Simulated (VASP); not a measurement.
# TaN (I4/mmm) in VASP: notebook

The runs below take TaN through electric field gradients, with PBEsol.

Program: VASP 6.6.1. These are calculated values, not measurements. Logs are shortened: lines on timing, memory, paths and dates and some standing lists are left out, and cuts for length are marked.

## 1. The cell of the first run

The structure is tetragonal, space group I4/mmm (No. 139). The conventional cell has a = 3.082 Å, b = 3.082 Å, c = 4.227 Å, α = 90.00°, β = 90.00°, γ = 90.00°. Within 2.8 Å of Ta (site symmetry 4/mmm) lie 6 N at 2.11 to 2.18 Å. N (site symmetry 4/mmm) has 6 Ta at 2.11 to 2.18 Å within 2.8 Å.

## 2. Electric field gradients, PBEsol (zz strain of -3 %)

INCAR

```
ALGO     = Normal         # electronic algorithm
EDIFF    = 1E-8           # SCF threshold, eV
ENCUT    = 520            # plane-wave cutoff, eV
GGA      = PS             # functional
ISIF     = 2              # what is computed and relaxed
ISMEAR   = -1             # smearing method
LASPH    = T              # aspherical terms in the spheres
LCHARG   = F              # write CHGCAR
LEFG     = T            
LREAL    = F              # projectors in reciprocal space
LWAVE    = F              # write WAVECAR
NBANDS   = 15             # bands
NELM     = 100            # most SCF steps
PREC     = Accurate       # precision mode
SIGMA    = 0.02           # smearing width, eV
```

KPOINTS

```
k-points
0
Gamma
  9 9 9
```

POSCAR

```
TaN
1.0
    0.0000000000      2.1790000000      2.1136300000
    2.1790000000      0.0000000000      2.1136300000
    2.1790000000      2.1790000000      0.0000000000
Ta N
1 1
Direct
    0.5000000000      0.5000000000      0.5000000000
    0.0000000000      0.0000000000      0.0000000000
```

Potentials or basis: VASP PAW PBE potentials, release 64 (Ta_pv, N).

The run is started by

```console
$ cat potpaw_PBE.64/Ta_pv/POTCAR potpaw_PBE.64/N/POTCAR > POTCAR
$ mpirun -np 1 vasp_std > vasp.out
```

OUTCAR:

```text
EDIFF = 1E-8
   ENCUT = 520
   GGA = PS
   ISIF = 2
   ISMEAR = -1
   LASPH = T
   LREAL = F
   NELM = 100
   PREC = Accurate

 ion  position               nearest neighbor table
   1  0.500  0.500  0.500-   2 2.11   2 2.11   2 2.18   2 2.18   2 2.18   2 2.18
   2  0.000  0.000  0.000-   1 2.11   1 2.11   1 2.18   1 2.18   1 2.18   1 2.18

  LATTYP: Found a body centered tetragonal cell.
 ALAT       =     3.0815713524
 C/A-ratio  =     1.3717871555

  Lattice vectors:

 A1 = (   0.0000000000,  -2.1790000000,  -2.1136300000)
 A2 = (   0.0000000000,   2.1790000000,  -2.1136300000)
 A3 = (   2.1790000000,   0.0000000000,   2.1136300000)

Analysis of symmetry for initial positions (statically):
=====================================================================
 Subroutine PRICEL returns:
 Original cell was already a primitive cell.

 Routine SETGRP: Setting up the symmetry group for a
 body centered tetragonal supercell.

 Subroutine GETGRP returns: Found 16 space group operations
 (whereof 16 operations were pure point group operations)
 out of a pool of 16 trial point group operations.

The static configuration has the point symmetry D_4h.

Analysis of symmetry for dynamics (positions and initial velocities):
=====================================================================
 Subroutine PRICEL returns:
 Original cell was already a primitive cell.

 Routine SETGRP: Setting up the symmetry group for a
 body centered tetragonal supercell.

 Subroutine GETGRP returns: Found 16 space group operations
 (whereof 16 operations were pure point group operations)
 out of a pool of 16 trial point group operations.

The dynamic configuration has the point symmetry D_4h.

 Subroutine INISYM returns: Found 16 space group operations
 (whereof 16 operations are pure point group operations),
 and found     1 'primitive' translations

----------------------------------------------------------------------------------------

                                     Primitive cell

  volume of cell :      20.0712

  direct lattice vectors                    reciprocal lattice vectors
     0.000000000  2.179000000  2.113630000    -0.229463056  0.229463056  0.236559852
[... 134 lines left out ...]

 val. band max:        9.8806028940   @ k =   0.2222  -0.0000   0.1111
 cond. band min:       9.9494010657   @ k =  -0.2222   0.0000   0.2222
 fundamental gap:      0.0687981716
 Fermi energy:         9.9295326990

 k-point     1 :       0.0000    0.0000    0.0000
  band No.  band energies     occupation
      1     -25.5526      2.00000
      2     -25.5526      2.00000
      3     -25.5260      2.00000
      4      -9.2532      2.00000
      5       6.0164      2.00000
      6       6.0164      2.00000
      7       6.2057      2.00000
      8       7.6284      2.00000
      9       7.6284      2.00000
     10       8.0019      2.00000
     11       9.8449      1.97139
     12      10.1151      0.00019
     13      12.3274      0.00000
     14      19.4504      0.00000
[... 401 lines left out ...]
      2     -25.9267      2.00000
      3     -25.9267      2.00000
      4      -7.8896      2.00000
      5       3.2443      2.00000
      6       4.1637      2.00000
      7       5.1298      2.00000
      8       5.1298      2.00000
      9      12.2525      0.00000
     10      13.9276      0.00000
     11      13.9276      0.00000
     12      15.0424      0.00000
     13      18.1157      0.00000
     14      19.6806      0.00000
     15      22.5713      0.00000

 [... further k-points ...]

------------------------ aborting loop because EDIFF is reached ----------------------------------------

  FORCE on cell =-STRESS in cart. coord.  units (eV):
  Direction    XX          YY          ZZ          XY          YZ          ZX
  --------------------------------------------------------------------------------------
  -------------------------------------------------------------------------------------
  Total        1.2683175      1.2683175      4.5119318      0.0000000      0.0000000     -0.0000000
  in kB      101.2430352    101.2430352    360.1634950      0.0000000      0.0000000     -0.0000000
  external PRESSURE =     187.5498551 kB  Pullay stress =       0.0000000 kB

 VOLUME and BASIS-vectors are now :
 -----------------------------------------------------------------------------
  energy-cutoff  :      520.00
  volume of cell :       20.07
      direct lattice vectors                 reciprocal lattice vectors
     0.000000000  2.179000000  2.113630000    -0.229463056  0.229463056  0.236559852
     2.179000000  0.000000000  2.113630000     0.229463056 -0.229463056  0.236559852
     2.179000000  2.179000000  0.000000000     0.229463056  0.229463056 -0.236559852

 POSITION                                       TOTAL-FORCE (eV/Angst)
 -----------------------------------------------------------------------------------
      2.17900      2.17900      2.11363         0.000000      0.000000      0.000000
      0.00000      0.00000      0.00000         0.000000      0.000000      0.000000
 -----------------------------------------------------------------------------------
    total drift:                                0.000000     -0.000000     -0.000000

  FREE ENERGIE OF THE ION-ELECTRON SYSTEM (eV)
  ---------------------------------------------------
  free  energy   TOTEN  =       -23.1315385172 eV

  energy  without entropy=      -23.1309261707  energy(sigma->0) =      -23.13123234

 Electric field gradients (V/A^2)
---------------------------------------------------------------------
 ion       V_xx      V_yy      V_zz      V_xy      V_xz      V_yz
---------------------------------------------------------------------
   1      77.953    77.953  -155.907    -0.000     0.001     0.001
   2       6.327     6.327   -12.654    -0.000    -0.000    -0.000
---------------------------------------------------------------------

 Electric field gradients after diagonalization (V/A^2)
 (convention: |V_zz| > |V_xx| > |V_yy|)
----------------------------------------------------------------------
 ion       V_xx      V_yy      V_zz     asymmetry (V_yy - V_xx)/ V_zz
----------------------------------------------------------------------
   1      77.953    77.953  -155.907       0.000
   2       6.327     6.327   -12.654       0.000
----------------------------------------------------------------------

           NMR quadrupolar parameters

 Cq : quadrupolar parameter    Cq=e*Q*V_zz/h
 eta: asymmetry parameters     (V_yy - V_xx)/ V_zz
 Q  : nuclear electric quadrupole moment in mb (millibarn)
----------------------------------------------------------------------
 ion       Cq(MHz)       eta       Q (mb)
----------------------------------------------------------------------
   1      -0.377       0.000       1.000
   2      -0.031       0.000       1.000
----------------------------------------------------------------------
```

Run time: 20 s. Hardware: 1 thread of Intel Xeon 6975P-C, shared host; peak memory 0.16 GiB.

What came out:

```
Free energy            : -23.1315 eV
Pressure               : 18.8 GPa
Band gap on the k mesh : zero (band 8 reaches 11.69 eV, above the bottom of band 9 at 7.63 eV)
```

Electric field gradients, principal values (V/Å²):
| atom | least | middle | greatest (by size) |
| --- | --- | --- | --- |
| 1 Ta | 77.953 | 77.953 | -155.907 |
| 2 N | 6.327 | 6.327 | -12.654 |

Caveat: the cell differs from its parent crystal (zz strain of -3 %); without QUAD_EFG the Cq values of the log hold for a quadrupole moment of 1 mb, not for the nuclei; the PAW data sets were made with another functional, which shifts forces and pressure a little; spin-orbit coupling is left out, which moves the levels of the heavy elements.

## 3. Electric field gradients, PBEsol (zz strain of -3 %)

INCAR

```
SYSTEM = TaN
PREC     = Accurate       ! precision mode
ENCUT    = 520            ! plane-wave cutoff, eV
EDIFF    = 1E-8           ! SCF threshold, eV
ISMEAR   = -1             ! smearing method
SIGMA    = 0.02           ! smearing width, eV
LREAL    = .FALSE.        ! projectors in reciprocal space
LASPH    = .TRUE.         ! aspherical terms in the spheres
NELM     = 80             ! most SCF steps
ALGO     = Normal         ! electronic algorithm
ISIF     = 2              ! what is computed and relaxed
LWAVE    = .FALSE.        ! write WAVECAR
LCHARG   = .FALSE.        ! write CHGCAR
GGA      = PS             ! functional
LEFG     = .TRUE.       
NBANDS   = 15             ! bands
```

KPOINTS

```
regular mesh
0
G
  9 9 9
  0 0 0
```

POSCAR is that of step 2.

Potentials or basis: VASP PAW PBE potentials, release 64 (Ta_pv, N).

The run is started by

```console
$ cat potpaw_PBE.64/Ta_pv/POTCAR potpaw_PBE.64/N/POTCAR > POTCAR
$ mpirun -np 1 vasp_std > vasp.out
```

OUTCAR:

```text
SYSTEM = TaN
   PREC = Accurate
   ENCUT = 520
   EDIFF = 1E-8
   ISMEAR = -1
   LREAL = .FALSE.
   LASPH = .TRUE.
   NELM = 80
   ISIF = 2
   GGA = PS

 ion  position               nearest neighbor table
   1  0.500  0.500  0.500-   2 2.11   2 2.11   2 2.18   2 2.18   2 2.18   2 2.18
   2  0.000  0.000  0.000-   1 2.11   1 2.11   1 2.18   1 2.18   1 2.18   1 2.18

  LATTYP: Found a body centered tetragonal cell.
 ALAT       =     3.0815713524
 C/A-ratio  =     1.3717871555

  Lattice vectors:

 A1 = (   0.0000000000,  -2.1790000000,  -2.1136300000)
 A2 = (   0.0000000000,   2.1790000000,  -2.1136300000)
 A3 = (   2.1790000000,   0.0000000000,   2.1136300000)

Analysis of symmetry for initial positions (statically):
=====================================================================
 Subroutine PRICEL returns:
 Original cell was already a primitive cell.

 Routine SETGRP: Setting up the symmetry group for a
 body centered tetragonal supercell.

 Subroutine GETGRP returns: Found 16 space group operations
 (whereof 16 operations were pure point group operations)
 out of a pool of 16 trial point group operations.

The static configuration has the point symmetry D_4h.

Analysis of symmetry for dynamics (positions and initial velocities):
=====================================================================
 Subroutine PRICEL returns:
 Original cell was already a primitive cell.

 Routine SETGRP: Setting up the symmetry group for a
 body centered tetragonal supercell.

 Subroutine GETGRP returns: Found 16 space group operations
 (whereof 16 operations were pure point group operations)
 out of a pool of 16 trial point group operations.
[... 577 lines left out ...]
      7       5.1298      2.00000
      8       5.1298      2.00000
      9      12.2525      0.00000
     10      13.9276      0.00000
     11      13.9276      0.00000
     12      15.0424      0.00000
     13      18.1157      0.00000
     14      19.6806      0.00000
     15      22.5713      0.00000

 [... further k-points ...]

------------------------ aborting loop because EDIFF is reached ----------------------------------------

  FORCE on cell =-STRESS in cart. coord.  units (eV):
  Direction    XX          YY          ZZ          XY          YZ          ZX
  --------------------------------------------------------------------------------------
  -------------------------------------------------------------------------------------
  Total        1.2683175      1.2683175      4.5119318      0.0000000      0.0000000     -0.0000000
  in kB      101.2430352    101.2430352    360.1634950      0.0000000      0.0000000     -0.0000000
  external PRESSURE =     187.5498551 kB  Pullay stress =       0.0000000 kB

 VOLUME and BASIS-vectors are now :
 -----------------------------------------------------------------------------
  energy-cutoff  :      520.00
  volume of cell :       20.07
      direct lattice vectors                 reciprocal lattice vectors
     0.000000000  2.179000000  2.113630000    -0.229463056  0.229463056  0.236559852
     2.179000000  0.000000000  2.113630000     0.229463056 -0.229463056  0.236559852
     2.179000000  2.179000000  0.000000000     0.229463056  0.229463056 -0.236559852

 POSITION                                       TOTAL-FORCE (eV/Angst)
 -----------------------------------------------------------------------------------
      2.17900      2.17900      2.11363         0.000000      0.000000      0.000000
      0.00000      0.00000      0.00000         0.000000      0.000000      0.000000
 -----------------------------------------------------------------------------------
    total drift:                                0.000000     -0.000000     -0.000000

  FREE ENERGIE OF THE ION-ELECTRON SYSTEM (eV)
  ---------------------------------------------------
  free  energy   TOTEN  =       -23.1315385172 eV

  energy  without entropy=      -23.1309261707  energy(sigma->0) =      -23.13123234

 Electric field gradients (V/A^2)
---------------------------------------------------------------------
 ion       V_xx      V_yy      V_zz      V_xy      V_xz      V_yz
---------------------------------------------------------------------
   1      77.953    77.953  -155.907    -0.000     0.001     0.001
   2       6.327     6.327   -12.654    -0.000    -0.000    -0.000
---------------------------------------------------------------------

 Electric field gradients after diagonalization (V/A^2)
 (convention: |V_zz| > |V_xx| > |V_yy|)
----------------------------------------------------------------------
 ion       V_xx      V_yy      V_zz     asymmetry (V_yy - V_xx)/ V_zz
----------------------------------------------------------------------
   1      77.953    77.953  -155.907       0.000
   2       6.327     6.327   -12.654       0.000
----------------------------------------------------------------------

           NMR quadrupolar parameters

 Cq : quadrupolar parameter    Cq=e*Q*V_zz/h
 eta: asymmetry parameters     (V_yy - V_xx)/ V_zz
 Q  : nuclear electric quadrupole moment in mb (millibarn)
----------------------------------------------------------------------
 ion       Cq(MHz)       eta       Q (mb)
----------------------------------------------------------------------
   1      -0.377       0.000       1.000
   2      -0.031       0.000       1.000
----------------------------------------------------------------------
```

OSZICAR:

```text
N       E                     dE             d eps       ncg     rms          rms(c)
DAV:   1     0.905150736645E+02    0.90515E+02   -0.88466E+03  2250   0.114E+03
DAV:   2    -0.230685855993E+02   -0.11358E+03   -0.10695E+03  2831   0.309E+02
DAV:   3    -0.259125054391E+02   -0.28439E+01   -0.28170E+01  2488   0.455E+01
DAV:   4    -0.259232197143E+02   -0.10714E-01   -0.10711E-01  2922   0.298E+00
DAV:   5    -0.259232845361E+02   -0.64822E-04   -0.64821E-04  2537   0.203E-01    0.276E+01
DAV:   6    -0.232239453061E+02    0.26993E+01   -0.47677E+00  2744   0.255E+01    0.118E+01
DAV:   7    -0.231676187569E+02    0.56327E-01   -0.48345E-01  2712   0.562E+00    0.785E+00
DAV:   8    -0.231385275915E+02    0.29091E-01   -0.13933E-01  2544   0.295E+00    0.170E+00
DAV:   9    -0.231317684759E+02    0.67591E-02   -0.19651E-02  2467   0.112E+00    0.368E-01
DAV:  10    -0.231315920310E+02    0.17644E-03   -0.12370E-03  2607   0.403E-01    0.787E-02
DAV:  11    -0.231315414413E+02    0.50590E-04   -0.12381E-04  2502   0.120E-01    0.335E-02
DAV:  12    -0.231315389989E+02    0.24424E-05   -0.92091E-06  2558   0.286E-02    0.749E-03
DAV:  13    -0.231315385135E+02    0.48535E-06   -0.12172E-06  2516   0.837E-03    0.262E-03
DAV:  14    -0.231315385172E+02   -0.36973E-08   -0.50816E-08  2544   0.214E-03
   1 F= -.23131539E+02 E0= -.23131232E+02  d E =-.612347E-03
```

stdout:

```text
POSCAR found type information on POSCAR TaN
 POSCAR found :  2 types and       2 ions
 scaLAPACK will be used
 -----------------------------------------------------------------------------
|                                                                             |
|                                                                             |
|     You enforced a specific xc type in the INCAR file but a different       |
|     I HOPE YOU KNOW WHAT YOU ARE DOING!                                     |
|                                                                             |
 -----------------------------------------------------------------------------

 LDA part: xc-table for (Slater+PW92), standard interpolation
 POSCAR, INCAR and KPOINTS ok, starting setup
 FFT: planning ... GRIDC
 FFT: planning ... GRID_SOFT
 FFT: planning ... GRID
 WAVECAR not read
 entering main loop
ion   1

ion   2
```

It took 14 s on 1 thread of Intel Xeon 6975P-C, shared host; peak memory 0.15 GiB.

Results:

| Quantity | Value |
| --- | --- |
| Free energy | -23.1315 eV |
| Pressure | 18.8 GPa |
| Band gap on the k mesh | zero (band 8 reaches 11.69 eV, above the bottom of band 9 at 7.63 eV) |

Levels at points of the mesh, in eV from the Fermi level:
```tsv
k point	band 5	band 6	band 7	band 8	band 9	band 10	band 11	band 12
(0.00, 0.00, 0.00)	-3.91	-3.91	-3.72	-2.30	-2.30	-1.93	-0.08	0.19
```

Electric field gradients, principal values (V/Å²):
| atom | least | middle | greatest (by size) |
| --- | --- | --- | --- |
| 1 Ta | 77.953 | 77.953 | -155.907 |
| 2 N | 6.327 | 6.327 | -12.654 |

Caveat: the cell differs from its parent crystal (zz strain of -3 %); without QUAD_EFG the Cq values of the log hold for a quadrupole moment of 1 mb, not for the nuclei; the PAW data sets were made with another functional, which shifts forces and pressure a little; spin-orbit coupling is left out, which moves the levels of the heavy elements.

[end of part 1 of 2]
